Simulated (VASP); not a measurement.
# SrTiO3 (Pm-3m) in VASP: single point with r2SCAN

Aim: the single point of SrTiO3 with r2SCAN.

Everything below comes from runs of VASP 6.6.1. Logs are shortened: lines on timing, memory, paths and dates and some standing lists are left out, and cuts for length are marked.

## 1. The cell of the first run

It takes space group Pm-3m (No. 221, cubic). The conventional cell has a = 3.866 Å, b = 3.866 Å, c = 3.866 Å, α = 90.00°, β = 90.00°, γ = 90.00°. Sr (site symmetry m-3m) has 12 O at 2.73 Å and 8 Ti at 3.35 Å within 3.6 Å. Within 2.6 Å of Ti (site symmetry m-3m) lie 6 O at 1.93 Å. O (site symmetry 4/mmm) has 2 Ti at 1.93 Å within 2.6 Å.

## 2. Single point, r2SCAN

File POSCAR:

```
SrTiO3
1.0
    3.8658373600      0.0000000000      0.0000000000
    0.0000000000      3.8658373600      0.0000000000
    0.0000000000      0.0000000000      3.8658373600
Sr Ti O
1 1 3
Direct
    0.5000000000      0.5000000000      0.5000000000
    0.0000000000      0.0000000000      0.0000000000
    0.5000000000      0.0000000000      0.0000000000
    0.0000000000      0.5000000000      0.0000000000
    0.0000000000      0.0000000000      0.5000000000
```

File INCAR.step1:

```
SYSTEM = SrTiO3
PREC = Accurate
ENCUT = 910
ISMEAR = -1
SIGMA = 0.1
LREAL = .False.
LASPH = .True.
NELM = 120
NBANDS = 28
GGA = PE
ALGO = Normal
EDIFF = 1E-5
LWAVE = .True.
LCHARG = .False.
GGA_COMPAT = .False.
```

File INCAR.step2:

```
SYSTEM = SrTiO3
PREC = Accurate
ENCUT = 910
EDIFF = 1E-6
ISMEAR = -1
SIGMA = 0.1
LREAL = .False.
LASPH = .True.
NELM = 120
ALGO = Normal
ISIF = 2
LWAVE = .False.
LCHARG = .False.
METAGGA = R2SCAN
LMIXTAU = .True.
NBANDS = 28
ISTART = 1
GGA_COMPAT = .False.
```

File KPOINTS:

```
regular mesh
0
Gamma
  7 7 7
  0 0 0
```

Potentials or basis: VASP PAW PBE potentials, release 64 (Sr_sv, Ti_sv, O_h).

Launch:

```
cat potpaw_PBE.64/Sr_sv/POTCAR potpaw_PBE.64/Ti_sv/POTCAR potpaw_PBE.64/O_h/POTCAR > POTCAR
cp INCAR.step1 INCAR
mpirun -np 1 vasp_std > vasp.out
cp INCAR.step2 INCAR
mpirun -np 1 vasp_std > vasp.out
```

OUTCAR:

```text
SYSTEM = SrTiO3
   PREC = Accurate
   ENCUT = 910
   EDIFF = 1E-6
   ISMEAR = -1
   LREAL = .False.
   LASPH = .True.
   NELM = 120
   ISIF = 2
   METAGGA = R2SCAN
   ISTART = 1

 ion  position               nearest neighbor table
   1  0.500  0.500  0.500-   3 2.73   4 2.73   5 2.73   3 2.73   4 2.73   3 2.73   5 2.73   3 2.73
                             4 2.73   5 2.73   4 2.73   5 2.73   2 3.35   2 3.35   2 3.35   2 3.35
   2  0.000  0.000  0.000-   3 1.93   4 1.93   5 1.93   5 1.93   4 1.93   3 1.93   1 3.35   1 3.35
                             1 3.35   1 3.35   1 3.35   1 3.35   1 3.35   1 3.35
   3  0.500  0.000  0.000-   2 1.93   2 1.93   1 2.73   1 2.73   1 2.73   1 2.73
   4  0.000  0.500  0.000-   2 1.93   2 1.93   1 2.73   1 2.73   1 2.73   1 2.73
   5  0.000  0.000  0.500-   2 1.93   2 1.93   1 2.73   1 2.73   1 2.73   1 2.73

  LATTYP: Found a simple cubic cell.
 ALAT       =     3.8658373600

  Lattice vectors:

 A1 = (   3.8658373600,   0.0000000000,   0.0000000000)
 A2 = (   0.0000000000,   3.8658373600,   0.0000000000)
 A3 = (   0.0000000000,   0.0000000000,   3.8658373600)

Analysis of symmetry for initial positions (statically):
=====================================================================
 Subroutine PRICEL returns:
 Original cell was already a primitive cell.

 Routine SETGRP: Setting up the symmetry group for a
 simple cubic supercell.

 Subroutine GETGRP returns: Found 48 space group operations
 (whereof 48 operations were pure point group operations)
 out of a pool of 48 trial point group operations.

The static configuration has the point symmetry O_h .

Analysis of symmetry for dynamics (positions and initial velocities):
=====================================================================
 Subroutine PRICEL returns:
 Original cell was already a primitive cell.

 Routine SETGRP: Setting up the symmetry group for a
 simple cubic supercell.

 Subroutine GETGRP returns: Found 48 space group operations
 (whereof 48 operations were pure point group operations)
 out of a pool of 48 trial point group operations.

The dynamic configuration has the point symmetry O_h .

 Subroutine INISYM returns: Found 48 space group operations
 (whereof 48 operations are pure point group operations),
 and found     1 'primitive' translations

----------------------------------------------------------------------------------------
[... 93 lines left out ...]
   NELM   =    120;   NELMIN=  2; NELMDL=  0     # of ELM steps
   EDIFF  = 0.1E-05   stopping-criterion for ELM
   LREAL  =      F    real-space projection
   EDIFFG = 0.1E-04   stopping-criterion for IOM
   NSW    =      0    number of steps for IOM
   IBRION =     -1    ionic relax: 0-MD 1-quasi-New 2-CG
   NFREE  =      0    steps in history (QN), initial steepest desc. (CG)
   ISIF   =      2    stress and relaxation
   ISYM   =      2    0-nonsym 1-usesym 2-fastsym
   POTIM  = 0.5000    time-step for ionic-motion
   TEBEG  =    0.0;   TEEND  =   0.0 temperature during run
   PSTRESS=    0.0 pullay stress
   NELECT =      40.0000    total number of electrons
   NUPDOWN=      -1.0000    fix difference up-down
   EMIN   =  10.00;   EMAX   =-10.00  energy-range for DOS
   EFERMI =   0.00;   METHOD = LEGACY
   ISMEAR =    -1;   SIGMA  =   0.10  broadening in eV -4-tet -1-fermi 0-gaus
   EFERMI_NEDOS =   21; number of points for ismear=-14 and -15
   IALGO  =     38    algorithm
   IMIX   =      4    mixing-type and parameters
     AMIX     =   0.40;   BMIX     =  1.00
     AMIX_MAG =   1.60;   BMIX_MAG =  1.00
  volume/ion in A,a.u.               =      11.55        77.98
  Fermi-wavevector in a.u.,A,eV,Ry     =   1.448276  2.736844 28.538255  2.097503
  Thomas-Fermi vector in A             =   2.566135
   LORBIT       =      0    0 simple, 1 ext, 2 COOP (PROOUT), +10 PAW based schemes
   METAGGA = R2SCAN    functional components
   LHFCALC =     F    Hartree Fock is set to
   AEXX    =    0.0000 exact exchange contribution
   IVDW    =     0    specifies the selected vdW correction
   LEPSILON=     F    determine dielectric tensor
   LRPA    =     F    only Hartree local field effects (RPA)
 non-spin polarized calculation
  energy-cutoff  :      910.00
  volume of cell :       57.77
 maximum number of plane-waves:      3695
 NGX is ok and might be reduce to    40
   NGX = 19   NGY = 19   NGZ = 19

 number of electron      39.9999999 magnetization

 Free energy of the ion-electron system (eV)
  ---------------------------------------------------
  ext. energy  EPLUGINS =         0.00000000
  ---------------------------------------------------
  free energy    TOTEN  =       -63.31364115 eV

  energy without entropy =      -63.31363918  energy(sigma->0) =      -63.31364016

 E-fermi :   5.7016     XC(G=0): -12.1125

 val. band max:        4.4207398257   @ k =   0.4286   0.4286   0.4286
 cond. band min:       6.8449252830   @ k =   0.0000   0.0000   0.0000
 fundamental gap:      2.4241854573
 Fermi energy:         5.7016063870

 k-point     1 :       0.0000    0.0000    0.0000
  band No.  band energies     occupation
      1     -54.0339      2.00000
      2     -29.2810      2.00000
      3     -29.2543      2.00000
      4     -29.2543      2.00000
      5     -29.2543      2.00000
      6     -14.0329      2.00000
[... 609 lines left out ...]
     27      13.5296      0.00000
     28      13.5296      0.00000

------------------------ aborting loop because EDIFF is reached ----------------------------------------

  FORCE on cell =-STRESS in cart. coord.  units (eV):
  Direction    XX          YY          ZZ          XY          YZ          ZX
  --------------------------------------------------------------------------------------
  -------------------------------------------------------------------------------------
  Total        2.6148027      2.6148027      2.6148027      0.0000000     -0.0000000     -0.0000000
  in kB       72.5134828     72.5134828     72.5134828      0.0000000     -0.0000000     -0.0000000
  external PRESSURE =      72.5134828 kB  Pullay stress =       0.0000000 kB

 VOLUME and BASIS-vectors are now :
 -----------------------------------------------------------------------------
  energy-cutoff  :      910.00
  volume of cell :       57.77
      direct lattice vectors                 reciprocal lattice vectors
     3.865837360  0.000000000  0.000000000     0.258676169  0.000000000  0.000000000
     0.000000000  3.865837360  0.000000000     0.000000000  0.258676169  0.000000000
     0.000000000  0.000000000  3.865837360     0.000000000  0.000000000  0.258676169

 POSITION                                       TOTAL-FORCE (eV/Angst)
 -----------------------------------------------------------------------------------
      1.93292      1.93292      1.93292         0.000000      0.000000      0.000000
      0.00000      0.00000      0.00000         0.000000      0.000000      0.000000
      1.93292      0.00000      0.00000         0.000000      0.000000      0.000000
      0.00000      1.93292      0.00000         0.000000      0.000000      0.000000
      0.00000      0.00000      1.93292         0.000000      0.000000      0.000000
 -----------------------------------------------------------------------------------
    total drift:                                0.000000      0.000000     -0.000000

  FREE ENERGIE OF THE ION-ELECTRON SYSTEM (eV)
  ---------------------------------------------------
  free  energy   TOTEN  =       -63.3136411454 eV

  energy  without entropy=      -63.3136391783  energy(sigma->0) =      -63.31364016
```

OUTCAR.step1:

```text
SYSTEM = SrTiO3
   PREC = Accurate
   ENCUT = 910
   ISMEAR = -1
   LREAL = .False.
   LASPH = .True.
[... 847 lines left out ...]
      1.93292      0.00000      0.00000         0.000000      0.000000      0.000000
      0.00000      1.93292      0.00000         0.000000      0.000000      0.000000
      0.00000      0.00000      1.93292         0.000000      0.000000      0.000000
 -----------------------------------------------------------------------------------
    total drift:                                0.000000      0.000000     -0.000000

  FREE ENERGIE OF THE ION-ELECTRON SYSTEM (eV)
  ---------------------------------------------------
  free  energy   TOTEN  =       -40.0105405307 eV

  energy  without entropy=      -40.0105258191  energy(sigma->0) =      -40.01053317
```

OSZICAR.step1:

```text
N       E                     dE             d eps       ncg     rms          rms(c)
DAV:   1     0.579065619766E+03    0.57907E+03   -0.28747E+04  1120   0.235E+03
DAV:   2     0.535027160674E+02   -0.52556E+03   -0.49993E+03  1188   0.556E+02
DAV:   3    -0.440768546953E+02   -0.97580E+02   -0.93249E+02  1512   0.191E+02
DAV:   4    -0.499105078863E+02   -0.58337E+01   -0.58088E+01  1592   0.466E+01
DAV:   5    -0.501019688642E+02   -0.19146E+00   -0.19125E+00  1700   0.768E+00    0.281E+01
DAV:   6    -0.398790979874E+02    0.10223E+02   -0.50082E+01  1672   0.653E+01    0.151E+01
DAV:   7    -0.400638784620E+02   -0.18478E+00   -0.77690E+00  1500   0.199E+01    0.117E+01
DAV:   8    -0.400531027853E+02    0.10776E-01   -0.12954E+00  1372   0.123E+01    0.279E+00
DAV:   9    -0.400251614912E+02    0.27941E-01   -0.29790E-01  1508   0.497E+00    0.143E+00
DAV:  10    -0.400150247391E+02    0.10137E-01   -0.97775E-02  1496   0.221E+00    0.682E-01
DAV:  11    -0.400106829170E+02    0.43418E-02   -0.20355E-02  1772   0.158E+00    0.199E-01
DAV:  12    -0.400105580697E+02    0.12485E-03   -0.21781E-03  1404   0.453E-01    0.904E-02
DAV:  13    -0.400106694044E+02   -0.11133E-03   -0.64240E-04  1764   0.194E-01    0.154E-01
DAV:  14    -0.400105413989E+02    0.12801E-03   -0.59243E-04  1348   0.351E-01    0.279E-02
DAV:  15    -0.400105405307E+02    0.86816E-06   -0.45643E-05  1444   0.600E-02
   1 F= -.40010541E+02 E0= -.40010533E+02  d E =-.147116E-04
```

It took 6.9 min on 1 thread of Intel Xeon Platinum 8375C at 2.90GHz (Ice Lake), shared host; peak memory 0.31 GiB.

What came out:

* Free energy: -63.3136 eV
* Pressure: 7.3 GPa
* Band gap on the k mesh: 2.42 eV (least direct gap 2.71 eV)

Levels at points of the mesh, in eV from the valence-band top:
| k point | band 18 | band 19 | band 20 | band 21 | band 22 | band 23 |
| --- | --- | --- | --- | --- | --- | --- |
| (0.00, 0.00, 0.00) | -0.29 | -0.29 | -0.29 | 2.42 | 2.42 | 2.42 |

Caveat: the cutoff is under 1.25 times the usual one of these potentials, so pressure, stress and relaxed cells hold a basis-set (Pulay) error; the cell stands under pressure; the PAW data sets were made with another functional, which shifts forces and pressure a little; an odd mesh through Γ misses points on the zone boundary, where band edges can lie.
